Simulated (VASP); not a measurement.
# AlGa3Sb4 (P-43m) in VASP: further runs

AlGa3Sb4 is run at these levels: PBEsol; tasks: relaxation of cell and atoms, single point.

Everything below comes from runs of VASP 6.6.1. Logs are shortened: lines on timing, memory, paths and dates and some standing lists are left out, and cuts for length are marked.

### Step 1. The cell of the first run

Symmetry: P-43m, No. 215, cubic system. The conventional cell has a = 6.123 Å, b = 6.123 Å, c = 6.123 Å, α = 90.00°, β = 90.00°, γ = 90.00°. Al (site symmetry -43m) has 4 Sb at 2.66 Å within 3.5 Å. Ga (site symmetry -42m) has 4 Sb at 2.65 Å within 3.5 Å. Sb (site symmetry 3m) has 3 Ga at 2.65 Å and 1 Al at 2.66 Å within 3.5 Å.

### Step 2. Relaxation of cell and atoms, PBEsol

Contents of INCAR:

```
SYSTEM = AlGa3Sb4
  ALGO = Normal
  EDIFF = 1E-6
  EDIFFG = -0.001
  ENCUT = 600
  GGA = PS
  IBRION = 2
  ISIF = 3
  ISMEAR = 0
  LASPH = .True.
  LCHARG = .False.
  LREAL = .False.
  LWAVE = .False.
  NELM = 60
  NSW = 80
  PREC = Accurate
  SIGMA = 0.01
```

Contents of KPOINTS:

```
k-points
0
Gamma
  6 6 6
  0 0 0
```

Contents of POSCAR:

```
AlGa3Sb4
1.0
    6.1231983773      0.0000000000      0.0000000000
    0.0000000000      6.1231983773      0.0000000000
    0.0000000000      0.0000000000      6.1231983773
Al Ga Sb
1 3 4
Direct
    0.0000000000      0.0000000000      0.0000000000
    0.5000000000      0.5000000000      0.0000000000
    0.5000000000      0.0000000000      0.5000000000
    0.0000000000      0.5000000000      0.5000000000
    0.7492407436      0.7492407436      0.2507592564
    0.7492407436      0.2507592564      0.7492407436
    0.2507592564      0.7492407436      0.7492407436
    0.2507592564      0.2507592564      0.2507592564
```

Potentials or basis: VASP PAW PBE potentials, release 64 (Al, Ga_d, Sb).

Launch:

```
> cat potpaw_PBE.64/Al/POTCAR potpaw_PBE.64/Ga_d/POTCAR potpaw_PBE.64/Sb/POTCAR > POTCAR
> mpirun -np 1 vasp_std > vasp.out
```

OUTCAR:

```text
SYSTEM = AlGa3Sb4
   EDIFF = 1E-6
   EDIFFG = -0.001
   ENCUT = 600
   GGA = PS
   IBRION = 2
   ISIF = 3
   ISMEAR = 0
   LASPH = .True.
   LREAL = .False.
   NELM = 60
   NSW = 80
   PREC = Accurate

 ion  position               nearest neighbor table
   1  0.000  0.000  0.000-   5 2.66   6 2.66   7 2.66   8 2.66
   2  0.500  0.500  0.000-   5 2.65   6 2.65   7 2.65   8 2.65
   3  0.500  0.000  0.500-   5 2.65   6 2.65   7 2.65   8 2.65
   4  0.000  0.500  0.500-   5 2.65   6 2.65   7 2.65   8 2.65
   5  0.749  0.749  0.251-   2 2.65   3 2.65   4 2.65   1 2.66
   6  0.749  0.251  0.749-   2 2.65   3 2.65   4 2.65   1 2.66
   7  0.251  0.749  0.749-   2 2.65   3 2.65   4 2.65   1 2.66
   8  0.251  0.251  0.251-   2 2.65   3 2.65   4 2.65   1 2.66

  LATTYP: Found a simple cubic cell.
 ALAT       =     6.1231983773

  Lattice vectors:

 A1 = (   6.1231983773,   0.0000000000,   0.0000000000)
 A2 = (   0.0000000000,   6.1231983773,   0.0000000000)
 A3 = (   0.0000000000,   0.0000000000,   6.1231983773)

Analysis of symmetry for initial positions (statically):
=====================================================================
 Subroutine PRICEL returns:
 Original cell was already a primitive cell.

 Routine SETGRP: Setting up the symmetry group for a
 simple cubic supercell.

 Subroutine GETGRP returns: Found 24 space group operations
 (whereof 24 operations were pure point group operations)
 out of a pool of 48 trial point group operations.

The static configuration has the point symmetry T_d .

Analysis of symmetry for dynamics (positions and initial velocities):
=====================================================================
 Subroutine PRICEL returns:
 Original cell was already a primitive cell.

 Routine SETGRP: Setting up the symmetry group for a
 simple cubic supercell.

 Subroutine GETGRP returns: Found 24 space group operations
 (whereof 24 operations were pure point group operations)
 out of a pool of 48 trial point group operations.

The dynamic configuration has the point symmetry T_d .

 Subroutine INISYM returns: Found 24 space group operations
 (whereof 24 operations are pure point group operations),
 and found     1 'primitive' translations

----------------------------------------------------------------------------------------

                                     Primitive cell

  volume of cell :     229.5805

  direct lattice vectors                    reciprocal lattice vectors
     6.123198377  0.000000000  0.000000000     0.163313344  0.000000000  0.000000000
     0.000000000  6.123198377  0.000000000     0.000000000  0.163313344  0.000000000
     0.000000000  0.000000000  6.123198377     0.000000000  0.000000000  0.163313344

  length of vectors
     6.123198377  6.123198377  6.123198377     0.163313344  0.163313344  0.163313344

  position of ions in fractional coordinates (direct lattice)
     0.000000000  0.000000000  0.000000000
     0.500000000  0.500000000  0.000000000
     0.500000000  0.000000000  0.500000000
     0.000000000  0.500000000  0.500000000
     0.749240744  0.749240744  0.250759256
     0.749240744  0.250759256  0.749240744
     0.250759256  0.749240744  0.749240744
     0.250759256  0.250759256  0.250759256

  ion indices of the primitive-cell ions
   primitive index   ion index
                 1           1
                 2           2
                 3           3
                 4           4
                 5           5
                 6           6
                 7           7
                 8           8

----------------------------------------------------------------------------------------

 KPOINTS: k-points

Automatic generation of k-mesh.
 Grid dimensions read from file:
 generate k-points for:    6    6    6

 Generating k-lattice:

  Cartesian coordinates                     Fractional coordinates (reciprocal lattice)
     0.027218891  0.000000000  0.000000000     0.166666667  0.000000000  0.000000000
     0.000000000  0.027218891  0.000000000     0.000000000  0.166666667  0.000000000
     0.000000000  0.000000000  0.027218891     0.000000000  0.000000000  0.166666667

  Length of vectors
     0.027218891  0.027218891  0.027218891

  Shift w.r.t. Gamma in fractional coordinates (k-lattice)
     0.000000000  0.000000000  0.000000000

 Subroutine IBZKPT returns following result:
 ===========================================

 Found     20 irreducible k-points:

 Following reciprocal coordinates:
            Coordinates               Weight
  0.000000  0.000000  0.000000      1.000000
  0.166667  0.000000  0.000000      6.000000
  0.333333  0.000000  0.000000      6.000000
  0.500000  0.000000  0.000000      3.000000
  0.166667  0.166667  0.000000     12.000000
  0.333333  0.166667  0.000000     24.000000
[... 12 lines left out ...]
  0.500000  0.500000  0.333333      6.000000
  0.500000  0.500000  0.500000      1.000000
   k-points           NKPTS =     20   k-points in BZ     NKDIM =     20   number of bands    NBANDS=     37
   number of dos      NEDOS =    301   number of ions     NIONS =      8
   total plane-waves  NPLWV = 125000
   dimension x,y,z NGX =    50 NGY =   50 NGZ =   50
   dimension x,y,z NGXF=   100 NGYF=  100 NGZF=  100
   ions per type =               1   3   4
   NGX,Y,Z   is equivalent  to a cutoff of  13.58, 13.58, 13.58 a.u.
   NGXF,Y,Z  is equivalent  to a cutoff of  27.15, 27.15, 27.15 a.u.
 SYSTEM =  AlGa3Sb4
   PREC   = accura    normal or accurate (medium, high low for compatibility)
   ISTART =      0    job   : 0-new  1-cont  2-samecut
   ICHARG =      2    charge: 1-file 2-atom 10-const
   ISPIN  =      1    spin polarized calculation?
   LNONCOLLINEAR =      F non collinear calculations
   LSORBIT =      F    spin-orbit coupling
   LASPH  =      T    aspherical Exc in radial PAW
   ENCUT  =  600.0 eV  44.10 Ry    6.64 a.u.  12.23 12.23 12.23*2*pi/ulx,y,z
   NELM   =     60;   NELMIN=  2; NELMDL= -5     # of ELM steps
   EDIFF  = 0.1E-05   stopping-criterion for ELM
   LREAL  =      F    real-space projection
   EDIFFG = -.1E-02   stopping-criterion for IOM
   NSW    =     80    number of steps for IOM
   IBRION =      2    ionic relax: 0-MD 1-quasi-New 2-CG
   NFREE  =      1    steps in history (QN), initial steepest desc. (CG)
   ISIF   =      3    stress and relaxation
   ISYM   =      2    0-nonsym 1-usesym 2-fastsym
   POTIM  = 0.5000    time-step for ionic-motion
   TEBEG  =    0.0;   TEEND  =   0.0 temperature during run
   PSTRESS=    0.0 pullay stress
   NELECT =      62.0000    total number of electrons
   NUPDOWN=      -1.0000    fix difference up-down
   EMIN   =  10.00;   EMAX   =-10.00  energy-range for DOS
   EFERMI =   0.00;   METHOD = LEGACY
   ISMEAR =     0;   SIGMA  =   0.01  broadening in eV -4-tet -1-fermi 0-gaus
   EFERMI_NEDOS =   21; number of points for ismear=-14 and -15
   IALGO  =     38    algorithm
   IMIX   =      4    mixing-type and parameters
     AMIX     =   0.40;   BMIX     =  1.00
     AMIX_MAG =   1.60;   BMIX_MAG =  1.00
  volume/ion in A,a.u.               =      28.70       193.66
  Fermi-wavevector in a.u.,A,eV,Ry     =   1.058182  1.999674 15.235114  1.119749
  Thomas-Fermi vector in A             =   2.193482
   LORBIT       =      0    0 simple, 1 ext, 2 COOP (PROOUT), +10 PAW based schemes
   GGA     = PS    functional components
   LHFCALC =     F    Hartree Fock is set to
   AEXX    =    0.0000 exact exchange contribution
   IVDW    =     0    specifies the selected vdW correction
   LEPSILON=     F    determine dielectric tensor
   LRPA    =     F    only Hartree local field effects (RPA)
 conjugate gradient relaxation of ions
 non-spin polarized calculation
 Gauss-broadening in eV      SIGMA  =   0.01
  energy-cutoff  :      600.00
  volume of cell :      229.58
 maximum number of plane-waves:      7696
 NGX is ok and might be reduce to    50
   NGX = 25   NGY = 25   NGZ = 25

--------------------------------------- Ionic step        1  -------------------------------------------

 number of electron      61.9999949 magnetization

 Free energy of the ion-electron system (eV)
  ---------------------------------------------------
  ext. energy  EPLUGINS =         0.00000000
  ---------------------------------------------------
  free energy    TOTEN  =       -33.30676461 eV

  energy without entropy =      -33.30676461  energy(sigma->0) =      -33.30676461

------------------------ aborting loop because EDIFF is reached ----------------------------------------

  FORCE on cell =-STRESS in cart. coord.  units (eV):
  Direction    XX          YY          ZZ          XY          YZ          ZX
  --------------------------------------------------------------------------------------
  -------------------------------------------------------------------------------------
  Total        0.1914476      0.1914476      0.1914476      0.0000000     -0.0000000     -0.0000000
  in kB        1.3360589      1.3360589      1.3360589      0.0000000     -0.0000000     -0.0000000
  external PRESSURE =       1.3360589 kB  Pullay stress =       0.0000000 kB
[... 321 lines left out ...]
  energy  without entropy=      -33.3070888318  energy(sigma->0) =      -33.30708883

--------------------------------------- Ionic step        9  -------------------------------------------

 number of electron      61.9999946 magnetization

 Free energy of the ion-electron system (eV)
  ---------------------------------------------------
  ext. energy  EPLUGINS =         0.00000000
  ---------------------------------------------------
  free energy    TOTEN  =       -33.30708871 eV

  energy without entropy =      -33.30708871  energy(sigma->0) =      -33.30708871

 E-fermi :   4.7534     XC(G=0):  -9.1373

 val. band max:        4.6887569836   @ k =   0.0000   0.0000   0.0000
 cond. band min:       4.9610864581   @ k =   0.0000   0.0000   0.0000
 fundamental gap:      0.2723294746
 Fermi energy:         4.7534392719

 k-point     1 :       0.0000    0.0000    0.0000
  band No.  band energies     occupation
      1     -10.2594      2.00000
      2     -10.2594      2.00000
      3     -10.2594      2.00000
      4     -10.2201      2.00000
      5     -10.2201      2.00000
      6     -10.2201      2.00000
[... 824 lines left out ...]
  FREE ENERGIE OF THE ION-ELECTRON SYSTEM (eV)
  ---------------------------------------------------
  free  energy   TOTEN  =       -33.3070887150 eV

  energy  without entropy=      -33.3070887150  energy(sigma->0) =      -33.30708871

 reached required accuracy - stopping structural energy minimisation
```

Wall time 6.9 min (1 thread of AMD EPYC 9R45 (Zen 5), shared host); peak memory 0.45 GiB.

Results:

- Free energy: -33.3071 eV
- Relaxed volume: 28.78 Å³/atom
- Relaxed cell: a = 6.129 Å, b = 6.129 Å, c = 6.129 Å, α = 90.00°, β = 90.00°, γ = 90.00°
- Space group after relaxing (to 0.1 Å): P-43m (No. 215)
- Energy gained by relaxing: 0.0 meV/atom
- Ionic steps: 9
- Pressure after relaxing: 0.0 GPa
- Band gap on the k mesh: 0.27 eV

The path:
```csv
step,energy change (eV),largest force (eV/Å),pressure (GPa),volume (Å³)
1,0.0000,0.0199,0.13,229.58
2,-0.0003,0.0083,-0.04,230.38
3,-0.0003,0.0105,0.02,230.22
4,-0.0003,0.0095,-0.03,230.29
5,-0.0003,0.0101,-0.01,230.26
6,-0.0003,0.0102,0.00,230.25
7,-0.0003,0.0055,0.00,230.23
8,-0.0003,0.0000,0.01,230.21
9,-0.0003,0.0005,0.00,230.21
```

Final structure:
```
Al Ga Sb
1.0
     6.12878    0.00000    0.00000
     0.00000    6.12878    0.00000
     0.00000    0.00000    6.12878
Al Ga Sb
1 3 4
Direct
  0.00000 0.00000 0.00000
  0.50000 0.50000 0.00000
  0.50000 0.00000 0.50000
  0.00000 0.50000 0.50000
  0.74908 0.74908 0.25092
  0.74908 0.25092 0.74908
  0.25092 0.74908 0.74908
  0.25092 0.25092 0.25092
```

Caveat: the PAW data sets were made with another functional, which shifts forces and pressure a little; spin-orbit coupling is left out, which moves the levels of the heavy elements.

### Step 3. Single point, PBEsol

Contents of INCAR:

```
ALGO = Normal
EDIFF = 1E-7
ENCUT = 520
GGA = PS
ISIF = 2
ISMEAR = 0
LASPH = T
LCHARG = F
LREAL = F
LWAVE = F
NBANDS = 41
NELM = 100
PREC = Accurate
SIGMA = 0.01
```

Contents of KPOINTS:

```
k-points
0
Gamma
  6 6 6
```

POSCAR is that of step 2.

Potentials or basis: VASP PAW PBE potentials, release 64 (Al, Ga_d, Sb).

Launch:

```
> cat potpaw_PBE.64/Al/POTCAR potpaw_PBE.64/Ga_d/POTCAR potpaw_PBE.64/Sb/POTCAR > POTCAR
> mpirun -np 1 vasp_std > vasp.out
```

OUTCAR:

```text
EDIFF = 1E-7
   ENCUT = 520
   GGA = PS
   ISIF = 2
   ISMEAR = 0
   LASPH = T
   LREAL = F
   NELM = 100
   PREC = Accurate

 ion  position               nearest neighbor table
   1  0.000  0.000  0.000-   5 2.66   6 2.66   7 2.66   8 2.66
   2  0.500  0.500  0.000-   5 2.65   6 2.65   7 2.65   8 2.65
   3  0.500  0.000  0.500-   5 2.65   6 2.65   7 2.65   8 2.65
   4  0.000  0.500  0.500-   5 2.65   6 2.65   7 2.65   8 2.65
   5  0.749  0.749  0.251-   2 2.65   3 2.65   4 2.65   1 2.66
   6  0.749  0.251  0.749-   2 2.65   3 2.65   4 2.65   1 2.66
   7  0.251  0.749  0.749-   2 2.65   3 2.65   4 2.65   1 2.66
   8  0.251  0.251  0.251-   2 2.65   3 2.65   4 2.65   1 2.66

  LATTYP: Found a simple cubic cell.
 ALAT       =     6.1231983773

  Lattice vectors:

 A1 = (   6.1231983773,   0.0000000000,   0.0000000000)
 A2 = (   0.0000000000,   6.1231983773,   0.0000000000)
 A3 = (   0.0000000000,   0.0000000000,   6.1231983773)

Analysis of symmetry for initial positions (statically):
[... 186 lines left out ...]
 Fermi energy:         4.7643107253

 k-point     1 :       0.0000    0.0000    0.0000
  band No.  band energies     occupation
      1     -10.2357      2.00000
      2     -10.2357      2.00000
      3     -10.2357      2.00000
      4     -10.1960      2.00000
      5     -10.1960      2.00000
      6     -10.1960      2.00000
[... 869 lines left out ...]
     40       8.4436      0.00000
     41       8.5135      0.00000

------------------------ aborting loop because EDIFF is reached ----------------------------------------

  FORCE on cell =-STRESS in cart. coord.  units (eV):
  Direction    XX          YY          ZZ          XY          YZ          ZX
  --------------------------------------------------------------------------------------
  -------------------------------------------------------------------------------------
  Total        0.1953850      0.1953850      0.1953850      0.0000000      0.0000000      0.0000000
  in kB        1.3635363      1.3635363      1.3635363      0.0000000      0.0000000      0.0000000
  external PRESSURE =       1.3635363 kB  Pullay stress =       0.0000000 kB

 VOLUME and BASIS-vectors are now :
 -----------------------------------------------------------------------------
  energy-cutoff  :      520.00
  volume of cell :      229.58
      direct lattice vectors                 reciprocal lattice vectors
     6.123198377  0.000000000  0.000000000     0.163313344  0.000000000  0.000000000
     0.000000000  6.123198377  0.000000000     0.000000000  0.163313344  0.000000000
     0.000000000  0.000000000  6.123198377     0.000000000  0.000000000  0.163313344

 POSITION                                       TOTAL-FORCE (eV/Angst)
 -----------------------------------------------------------------------------------
      0.00000      0.00000      0.00000        -0.000000      0.000000     -0.000000
      3.06160      3.06160      0.00000        -0.000000     -0.000000     -0.000000
      3.06160      0.00000      3.06160        -0.000000      0.000000     -0.000000
      0.00000      3.06160      3.06160        -0.000000      0.000000     -0.000000
      4.58775      4.58775      1.53545        -0.011556     -0.011556      0.011556
      4.58775      1.53545      4.58775        -0.011556      0.011556     -0.011556
      1.53545      4.58775      4.58775         0.011556     -0.011556     -0.011556
      1.53545      1.53545      1.53545         0.011556      0.011556      0.011556
 -----------------------------------------------------------------------------------
    total drift:                                0.000000      0.000000     -0.000000

  FREE ENERGIE OF THE ION-ELECTRON SYSTEM (eV)
  ---------------------------------------------------
  free  energy   TOTEN  =       -33.3070742245 eV

  energy  without entropy=      -33.3070742245  energy(sigma->0) =      -33.30707422
```

stdout:

```text
POSCAR found type information on POSCAR AlGaSb
 POSCAR found :  3 types and       8 ions
 scaLAPACK will be used
 -----------------------------------------------------------------------------
|                                                                             |
|                                                                             |
|     You enforced a specific xc type in the INCAR file but a different       |
|     I HOPE YOU KNOW WHAT YOU ARE DOING!                                     |
|                                                                             |
 -----------------------------------------------------------------------------

 LDA part: xc-table for (Slater+PW92), standard interpolation
 POSCAR, INCAR and KPOINTS ok, starting setup
 FFT: planning ... GRIDC
 FFT: planning ... GRID_SOFT
 FFT: planning ... GRID
 WAVECAR not read
 entering main loop
```

Wall time 3.7 min (1 thread of Intel Xeon 8259CL, shared host); peak memory 0.42 GiB.

What came out:

```
Free energy            : -33.3071 eV
Pressure               : 0.1 GPa
Largest force          : 0.020 eV/Å
Band gap on the k mesh : 0.29 eV
```

Forces on the atoms (eV/Å):
```
Al   0.000  0.000  0.000
Ga   0.000  0.000  0.000
Ga   0.000  0.000  0.000
Ga   0.000  0.000  0.000
Sb  -0.012 -0.012  0.012
Sb  -0.012  0.012 -0.012
Sb   0.012 -0.012 -0.012
Sb   0.012  0.012  0.012
```

Caveat: the PAW data sets were made with another functional, which shifts forces and pressure a little; spin-orbit coupling is left out, which moves the levels of the heavy elements. A k mesh can miss the band edges.
